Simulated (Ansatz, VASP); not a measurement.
# Two plane-wave programs on SiS3

```
CELL_PARAMETERS angstrom
5.03739 0.00000 0.00000
0.00000 5.03739 0.00000
0.00000 0.00000 5.03739
ATOMIC_POSITIONS crystal
Si 0.00000 0.00000 0.00000
Si 0.50000 0.50000 0.50000
S 0.00000 0.50000 0.25000
S 0.00000 0.50000 0.75000
S 0.25000 0.00000 0.50000
S 0.75000 0.00000 0.50000
S 0.50000 0.75000 0.00000
S 0.50000 0.25000 0.00000
```

Alike in both runs: functional PBE; k mesh 4 × 4 × 4; occupations gaussian, width 0.1 eV; no spin polarisation.

Ansatz relaxed the structure, and its values are those at the end. VASP's run is a single point on that final structure, the one shown.

```csv
,VASP,Ansatz
version,VASP 6.6.1,Ansatz 0.2.0
potentials or method,"VASP PAW PBE potentials, release 64 (Si, S), cutoff 500 eV","scalar-relativistic, plane waves, PAW"
valence electrons in the cell,44,44
```

|  | VASP | Ansatz | Ansatz less VASP |
| --- | --- | --- | --- |
| gap on the k mesh at the Fermi level (eV) | none | none | - |
| pressure (GPa) | -0.5 | -0.4 | +0.13 |

A gap of «none» marks a metal or a gap that the smearing closes.
